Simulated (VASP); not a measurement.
Here is a VASP 6.6.1 calculation.

Contents of INCAR:

```
ALGO = Normal
EDIFF = 1E-6
ENCUT = 500
GGA = PE
GGA_COMPAT = False
ISIF = 2
ISMEAR = -1
LASPH = True
LCHARG = True
LELF = True
LREAL = False
LVHAR = True
LWAVE = False
NBANDS = 17
NELM = 120
PREC = Accurate
SIGMA = 0.02
```

File KPOINTS:

```
k-points
0
Gamma
  6 6 6
```

POSCAR

```
PbS
1.0
    3.6351320118      0.0000000000      0.0000000000
    0.0000000000      3.6351320118      0.0000000000
    0.0000000000      0.0000000000      3.6351320118
Pb S
1 1
Direct
    0.0000000000      0.0000000000      0.0000000000
    0.5000000000      0.5000000000      0.5000000000
```

Potentials or basis: VASP PAW PBE potentials, release 64 (Pb_d, S).

Launch:

```sh
$ cat potpaw_PBE.64/Pb_d/POTCAR potpaw_PBE.64/S/POTCAR > POTCAR
$ mpirun -np 1 vasp_std > vasp.out
```

Question: Predict the band gap on the k mesh.

Answer: Zero (bands 10 and 11 overlap by 0.55 eV).

Question: What does it give for the pressure?

Answer: 0.9 GPa.

Caveat: semilocal functionals underestimate gaps, so a narrow gap can read as zero; spin-orbit coupling is left out, which moves the levels of the heavy elements.
